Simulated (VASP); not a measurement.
Ta:

```
CELL_PARAMETERS angstrom
4.67351 0.00000 0.00000
-2.33676 4.04738 0.00000
0.00000 0.00000 2.86486
ATOMIC_POSITIONS crystal
Ta 0.00000 0.00000 0.00000
Ta 0.33333 0.66667 0.50000
Ta 0.66667 0.33333 0.50000
```

* Program: VASP 6.6.1
* Task: relaxation of cell and atoms
* Functional: revPBE
* Potentials or basis: VASP PAW PBE potentials, release 64 (Ta_pv)
* Cutoff: 600 eV
* k mesh: 8 × 8 × 11
* Occupations: fermi-dirac, width 0.1 eV
* Spin: no spin polarisation

At the start: pressure 9.1 GPa; volume 18.06 Å³/atom.

Q: Where does the relaxation end?

A: Over 8 steps the energy falls by 109.5 meV/atom and the volume is 18.91 Å³/atom (+4.7 %); space group P6/mmm (No. 191, to 0.05 Å).

The path:
```
step  energy change (eV)  largest force (eV/Å)  pressure (GPa)  volume (Å³)
   1              0.0000                0.0000            9.14        54.19
   2             -0.0105                0.0000          -13.39        62.32
   3             -0.2885                0.0000           -4.68        58.23
   4             -0.2440                0.0000            5.10        55.43
   5             -0.3270                0.0000           -1.09        57.08
   6             -0.3270                0.0000           -1.00        57.05
   7             -0.3271                0.0000            0.97        56.40
   8             -0.3286                0.0000           -0.01        56.72
```

Final structure:
```xyz
3
Lattice="4.8857 0.0000 0.0000 -2.4428 4.2311 0.0000 0.0000 0.0000 2.7438" Properties=species:S:1:pos:R:3 pbc="T T T"
Ta    0.0000    0.0000    0.0000
Ta    0.0000    2.8207    1.3719
Ta    2.4428    1.4104    1.3719
```

Caveat: the PAW data sets were made with another functional, which shifts forces and pressure a little.
